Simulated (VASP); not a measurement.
# BN: electric field gradients with PBE

The system is BN.

```
CELL_PARAMETERS angstrom
0.00000 1.80750 1.80750
1.80750 0.00000 1.80750
1.80750 1.80750 0.00000
ATOMIC_POSITIONS crystal
B 0.00000 0.00000 0.00000
N 0.75000 0.75000 0.75000
```

- Program: VASP 6.6.1
- Task: electric field gradients
- Functional: PBE
- Potentials or basis: VASP PAW PBE potentials, release 64 (B, N)
- Cutoff: 520 eV
- k mesh: 13 × 13 × 13
- Occupations: fermi-dirac, width 0.03 eV
- Spin: no spin polarisation
- Dipole correction: no
- Further INCAR settings: ALGO = Normal; EDIFF = 1e-08; NBANDS = 11

- Pressure: 3.3 GPa
- Band gap on the k mesh: 4.53 eV, indirect (least direct gap 8.82 eV)

Levels at points of the mesh, in eV from the valence-band top:
```tsv
k point	band 2	band 3	band 4	band 5	band 6	band 7
(0.00, 0.00, 0.00)	0.00	0.00	0.00	8.82	8.82	8.82
```

Run time: 15 s on 1 thread of AMD EPYC 7R43 64-Core Processor (Zen 3) (shared host), peak memory 0.09 GiB.

Caveat: without QUAD_EFG the Cq values of the log hold for a quadrupole moment of 1 mb, not for the nuclei. PBE gaps usually lie below the measured ones, often by a third to a half.
